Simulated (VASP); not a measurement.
# Au (Fm-3m) in VASP: further runs

The runs below take Au through single point, relaxation of cell and atoms, with LDA.

Program: VASP 6.6.1. These are calculated values, not measurements. Logs are shortened: lines on timing, memory, paths and dates and some standing lists are left out, and cuts for length are marked.

**1. The cell of the first run**

Symmetry: Fm-3m, No. 225, cubic system. The conventional cell has a = 4.048 Å, b = 4.048 Å, c = 4.048 Å, α = 90.00°, β = 90.00°, γ = 90.00°. Within 3.8 Å of Au (site symmetry m-3m) lie 12 Au at 2.86 Å.

**2. Single point, LDA**

INCAR reads:

```
SYSTEM = Au
PREC     = Accurate       ! precision mode
ENCUT    = 520            ! plane-wave cutoff, eV
EDIFF    = 1E-6           ! SCF threshold, eV
ISMEAR   = -1             ! smearing method
SIGMA    = 0.15           ! smearing width, eV
LREAL    = .FALSE.        ! projectors in reciprocal space
LASPH    = .TRUE.         ! aspherical terms in the spheres
NELM     = 60             ! most SCF steps
ALGO     = Normal         ! electronic algorithm
ISIF     = 2              ! what is computed and relaxed
LWAVE    = .FALSE.        ! write WAVECAR
LCHARG   = .TRUE.         ! write CHGCAR
GGA      = CA             ! functional
LELF     = .TRUE.         ! ELF
LVHAR    = .TRUE.       
NBANDS   = 12             ! bands
```

KPOINTS reads:

```
regular mesh
0
G
  20 20 20
  0 0 0
```

POSCAR reads:

```
Au
1.0
    0.0000000000      2.0239837369      2.0239837369
    2.0239837369      0.0000000000      2.0239837369
    2.0239837369      2.0239837369      0.0000000000
Au
1
Direct
    0.0000000000      0.0000000000      0.0000000000
```

Potentials or basis: VASP PAW LDA potentials, release 64 (Au).

Command:

```console
cat potpaw_LDA.64/Au/POTCAR > POTCAR
mpirun -np 1 vasp_std > vasp.out
```

OUTCAR:

```text
SYSTEM = Au
   PREC = Accurate
   ENCUT = 520
   EDIFF = 1E-6
   ISMEAR = -1
   LREAL = .FALSE.
   LASPH = .TRUE.
   NELM = 60
   ISIF = 2
   GGA = CA

 ion  position               nearest neighbor table
   1  0.000  0.000  0.000-

  LATTYP: Found a face centered cubic cell.
 ALAT       =     4.0479674738

  Lattice vectors:

 A1 = (   0.0000000000,   2.0239837369,   2.0239837369)
 A2 = (   2.0239837369,   0.0000000000,   2.0239837369)
 A3 = (   2.0239837369,   2.0239837369,   0.0000000000)

Analysis of symmetry for initial positions (statically):
=====================================================================
 Subroutine PRICEL returns:
 Original cell was already a primitive cell.

 Routine SETGRP: Setting up the symmetry group for a
 face centered cubic supercell.

 Subroutine GETGRP returns: Found 48 space group operations
 (whereof 48 operations were pure point group operations)
 out of a pool of 48 trial point group operations.

The static configuration has the point symmetry O_h .

Analysis of symmetry for dynamics (positions and initial velocities):
=====================================================================
 Subroutine PRICEL returns:
 Original cell was already a primitive cell.

 Routine SETGRP: Setting up the symmetry group for a
 face centered cubic supercell.

 Subroutine GETGRP returns: Found 48 space group operations
 (whereof 48 operations were pure point group operations)
 out of a pool of 48 trial point group operations.

The dynamic configuration has the point symmetry O_h .

 Subroutine INISYM returns: Found 48 space group operations
 (whereof 48 operations are pure point group operations),
 and found     1 'primitive' translations

----------------------------------------------------------------------------------------

                                     Primitive cell

  volume of cell :      16.5825

  direct lattice vectors                    reciprocal lattice vectors
     0.000000000  2.023983737  2.023983737    -0.247037558  0.247037558  0.247037558
     2.023983737  0.000000000  2.023983737     0.247037558 -0.247037558  0.247037558
     2.023983737  2.023983737  0.000000000     0.247037558  0.247037558 -0.247037558

  length of vectors
     2.862345251  2.862345251  2.862345251     0.427881602  0.427881602  0.427881602

  position of ions in fractional coordinates (direct lattice)
     0.000000000  0.000000000  0.000000000

  ion indices of the primitive-cell ions
   primitive index   ion index
                 1           1

----------------------------------------------------------------------------------------

 KPOINTS: regular mesh

Automatic generation of k-mesh.
 Grid dimensions read from file:
 generate k-points for:   20   20   20

 Generating k-lattice:

  Cartesian coordinates                     Fractional coordinates (reciprocal lattice)
    -0.012351878  0.012351878  0.012351878     0.050000000  0.000000000  0.000000000
     0.012351878 -0.012351878  0.012351878     0.000000000  0.050000000  0.000000000
     0.012351878  0.012351878 -0.012351878     0.000000000  0.000000000  0.050000000

  Length of vectors
     0.021394080  0.021394080  0.021394080

  Shift w.r.t. Gamma in fractional coordinates (k-lattice)
     0.000000000  0.000000000  0.000000000

 Subroutine IBZKPT returns following result:
 ===========================================

 Found    256 irreducible k-points:

 Following reciprocal coordinates:
            Coordinates               Weight
  0.000000  0.000000  0.000000      1.000000
  0.050000  0.000000  0.000000      8.000000
  0.100000  0.000000  0.000000      8.000000
  0.150000  0.000000  0.000000      8.000000
  0.200000  0.000000  0.000000      8.000000
  0.250000  0.000000  0.000000      8.000000
[... 16 lines left out ...]
 -0.400000  0.050000  0.000000     24.000000
 -0.350000  0.050000  0.000000     24.000000
 [... further k-points ...]
   k-points           NKPTS =    256   k-points in BZ     NKDIM =    256   number of bands    NBANDS=     12
   number of dos      NEDOS =    301   number of ions     NIONS =      1
   total plane-waves  NPLWV =  13824
   dimension x,y,z NGX =    24 NGY =   24 NGZ =   24
   dimension x,y,z NGXF=    48 NGYF=   48 NGZF=   48
   ions per type =               1
   NGX,Y,Z   is equivalent  to a cutoff of  13.94, 13.94, 13.94 a.u.
   NGXF,Y,Z  is equivalent  to a cutoff of  27.88, 27.88, 27.88 a.u.
 SYSTEM =  Au
   PREC   = accura    normal or accurate (medium, high low for compatibility)
   ISTART =      0    job   : 0-new  1-cont  2-samecut
   ICHARG =      2    charge: 1-file 2-atom 10-const
   ISPIN  =      1    spin polarized calculation?
   LNONCOLLINEAR =      F non collinear calculations
   LSORBIT =      F    spin-orbit coupling
   LASPH  =      T    aspherical Exc in radial PAW
   ENCUT  =  520.0 eV  38.22 Ry    6.18 a.u.   5.32  5.32  5.32*2*pi/ulx,y,z
   NELM   =     60;   NELMIN=  2; NELMDL= -5     # of ELM steps
   EDIFF  = 0.1E-05   stopping-criterion for ELM
   LREAL  =      F    real-space projection
   EDIFFG = 0.1E-04   stopping-criterion for IOM
   NSW    =      0    number of steps for IOM
   IBRION =     -1    ionic relax: 0-MD 1-quasi-New 2-CG
   NFREE  =      0    steps in history (QN), initial steepest desc. (CG)
   ISIF   =      2    stress and relaxation
   ISYM   =      2    0-nonsym 1-usesym 2-fastsym
   POTIM  = 0.5000    time-step for ionic-motion
   TEBEG  =    0.0;   TEEND  =   0.0 temperature during run
   PSTRESS=    0.0 pullay stress
   NELECT =      11.0000    total number of electrons
   NUPDOWN=      -1.0000    fix difference up-down
   EMIN   =  10.00;   EMAX   =-10.00  energy-range for DOS
   EFERMI =   0.00;   METHOD = LEGACY
   ISMEAR =    -1;   SIGMA  =   0.15  broadening in eV -4-tet -1-fermi 0-gaus
   EFERMI_NEDOS =   21; number of points for ismear=-14 and -15
   IALGO  =     38    algorithm
   IMIX   =      4    mixing-type and parameters
     AMIX     =   0.40;   BMIX     =  1.00
     AMIX_MAG =   1.60;   BMIX_MAG =  1.00
  volume/ion in A,a.u.               =      16.58       111.90
  Fermi-wavevector in a.u.,A,eV,Ry     =   1.427761  2.698076 27.735479  2.038500
  Thomas-Fermi vector in A             =   2.547895
   LORBIT       =      0    0 simple, 1 ext, 2 COOP (PROOUT), +10 PAW based schemes
   GGA     = CA    functional components
   LHFCALC =     F    Hartree Fock is set to
   AEXX    =    0.0000 exact exchange contribution
   IVDW    =     0    specifies the selected vdW correction
   LEPSILON=     F    determine dielectric tensor
   LRPA    =     F    only Hartree local field effects (RPA)
 non-spin polarized calculation
  energy-cutoff  :      520.00
  volume of cell :       16.58
 maximum number of plane-waves:       460
 NGX is ok and might be reduce to    24
   NGX = 11   NGY = 11   NGZ = 11

 number of electron      10.9999999 magnetization

 Free energy of the ion-electron system (eV)
  ---------------------------------------------------
  ext. energy  EPLUGINS =         0.00000000
  ---------------------------------------------------
  free energy    TOTEN  =        -4.45565530 eV

  energy without entropy =       -4.43533299  energy(sigma->0) =       -4.44549414

 E-fermi :   9.7637     XC(G=0): -13.1421

 val. band max:        9.7588920441   @ k =   0.5000   0.1000   0.0000
 cond. band min:       9.8140838267   @ k =  -0.4500   0.1000   0.0500
 fundamental gap:      0.0551917826
 Fermi energy:         9.7636760515

 k-point     1 :       0.0000    0.0000    0.0000
  band No.  band energies     occupation
      1      -0.4528      2.00000
      2       4.8914      2.00000
      3       4.8914      2.00000
      4       4.8914      2.00000
      5       6.5054      2.00000
      6       6.5054      2.00000
      7      24.1992      0.00000
      8      28.3115      0.00000
      9      28.3115      0.00000
     10      28.3115      0.00000
     11      33.4302      0.00000
     12      38.3173      0.00000

 k-point     2 :       0.0500    0.0000    0.0000
  band No.  band energies     occupation
      1      -0.3629      2.00000
      2       4.8605      2.00000
      3       4.9235      2.00000
      4       4.9235      2.00000
      5       6.4902      2.00000
      6       6.4902      2.00000
      7      24.3128      0.00000
      8      27.7335      0.00000
      9      28.4244      0.00000
     10      28.4244      0.00000
     11      33.9594      0.00000
     12      37.0478      0.00000

 k-point     3 :       0.1000    0.0000    0.0000
  band No.  band energies     occupation
      1      -0.0993      2.00000
      2       4.7789      2.00000
      3       5.0099      2.00000
      4       5.0099      2.00000
      5       6.4559      2.00000
      6       6.4559      2.00000
      7      24.6040      0.00000
      8      26.4611      0.00000
      9      28.7495      0.00000
     10      28.7495      0.00000
     11      34.1225      0.00000
     12      36.4387      0.00000

 k-point     4 :       0.1500    0.0000    0.0000
  band No.  band energies     occupation
      1       0.3180      2.00000
      2       4.6820      2.00000
      3       5.1178      2.00000
      4       5.1178      2.00000
      5       6.4387      2.00000
      6       6.4387      2.00000
      7      24.5391      0.00000
      8      25.3501      0.00000
      9      29.2374      0.00000
     10      29.2374      0.00000
     11      32.7777      0.00000
     12      35.1061      0.00000

 k-point     5 :       0.2000    0.0000    0.0000
  band No.  band energies     occupation
      1       0.8436      2.00000
      2       4.6337      2.00000
      3       5.1915      2.00000
      4       5.1915      2.00000
      5       6.4971      2.00000
      6       6.4971      2.00000
      7      22.9578      0.00000
      8      25.4542      0.00000
      9      29.7606      0.00000
     10      29.7606      0.00000
     11      31.7780      0.00000
     12      33.7668      0.00000
[... 228 lines left out ...]
      1       2.2110      2.00000
      2       4.8114      2.00000
      3       4.9126      2.00000
      4       7.2560      2.00000
      5       7.7755      2.00000
      6       9.1033      1.97580
      7      13.0332      0.00000
      8      23.7572      0.00000
      9      26.6997      0.00000
     10      26.7957      0.00000
     11      35.0479      0.00000
     12      35.1932      0.00000

 k-point    22 :      -0.4500    0.0500    0.0000
  band No.  band energies     occupation
      1       2.2120      2.00000
      2       4.8254      2.00000
      3       4.9123      2.00000
      4       7.2454      2.00000
      5       7.6866      2.00000
      6       8.9456      1.99148
      7      13.2976      0.00000
      8      23.7834      0.00000
      9      26.5330      0.00000
     10      27.0957      0.00000
     11      34.9268      0.00000
     12      35.1181      0.00000

 k-point    23 :      -0.4000    0.0500    0.0000
  band No.  band energies     occupation
      1       2.2079      2.00000
      2       4.8802      2.00000
      3       4.9532      2.00000
      4       6.8171      2.00000
      5       7.4760      2.00000
      6       8.2514      1.99992
      7      14.6958      0.00000
      8      23.9804      0.00000
      9      26.7013      0.00000
     10      27.7495      0.00000
     11      34.2572      0.00000
     12      34.8373      0.00000

 k-point    24 :      -0.3500    0.0500    0.0000
  band No.  band energies     occupation
      1       2.1608      2.00000
      2       4.9649      2.00000
      3       5.0295      2.00000
      4       6.0139      2.00000
      5       7.1800      2.00000
      6       7.7404      2.00000
      7      16.5092      0.00000
      8      24.3320      0.00000
      9      27.1519      0.00000
     10      28.7218      0.00000
     11      33.2246      0.00000
     12      34.2184      0.00000

 [... further k-points ...]
[... 5 lines left out ...]
  --------------------------------------------------------------------------------------
  -------------------------------------------------------------------------------------
  Total        0.0519101      0.0519101      0.0519101     -0.0000000      0.0000000     -0.0000000
  in kB        5.0154664      5.0154664      5.0154664     -0.0000000      0.0000000     -0.0000000
  external PRESSURE =       5.0154664 kB  Pullay stress =       0.0000000 kB

 VOLUME and BASIS-vectors are now :
 -----------------------------------------------------------------------------
  energy-cutoff  :      520.00
  volume of cell :       16.58
      direct lattice vectors                 reciprocal lattice vectors
     0.000000000  2.023983737  2.023983737    -0.247037558  0.247037558  0.247037558
     2.023983737  0.000000000  2.023983737     0.247037558 -0.247037558  0.247037558
     2.023983737  2.023983737  0.000000000     0.247037558  0.247037558 -0.247037558

 POSITION                                       TOTAL-FORCE (eV/Angst)
 -----------------------------------------------------------------------------------
      0.00000      0.00000      0.00000         0.000000      0.000000     -0.000000
 -----------------------------------------------------------------------------------
    total drift:                               -0.000000     -0.000000     -0.000000

  FREE ENERGIE OF THE ION-ELECTRON SYSTEM (eV)
  ---------------------------------------------------
  free  energy   TOTEN  =        -4.4556552959 eV

  energy  without entropy=       -4.4353329860  energy(sigma->0) =       -4.44549414
```

It took 30 s on 1 thread of Intel Xeon Platinum 8259CL at 2.50GHz (Skylake/Cascade Lake), shared host; peak memory 0.17 GiB.

What came out:

```yaml
Free_energy: -4.4557 eV
Pressure: 0.5 GPa
```

Caveat: spin-orbit coupling is left out, which moves the levels of the heavy elements.

(Continued in part 2 of 2.)
